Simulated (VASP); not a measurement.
Runs of VASP 6.6.1 on Mo. The structure is that of space group Fm-3m (No. 225), or close to it. The cells are those of the table. 

```tsv
task	cell	k mesh	gap on the mesh (eV)	pressure (GPa)
electric field gradients	a = 2.850 Å, angles 60.0°, 1 atom	5 × 5 × 5	none	-4.7
single point	a = 2.850 Å, angles 60.0°, 1 atom	8 × 8 × 8	none	-4.1
single point	a = 2.893 Å, angles 58.0°, 1 atom	17 × 17 × 17	none	(a)
single point	a = 2.906 Å, angles 60.0°, 1 atom	17 × 17 × 17	none	(b)
single point	a = 2.850 Å, angles 60.0°, 1 atom	24 × 24 × 24	none	-4.2
```

Alike in all rows: level PBE; potentials or basis VASP PAW PBE potentials, release 64 (Mo_sv); no spin polarisation; cutoff (eV) 520; smearing fermi-dirac 0.08 eV.

**Question.** Estimate the missing entries.

**Answer.** (a) -3.6; (b) -15.5.

Caveats: some runs use coarse meshes.

A k mesh can miss the band edges, and the runs leave out spin-orbit coupling on Mo.

A gap of «none» marks levels without a gap at the run's occupations.
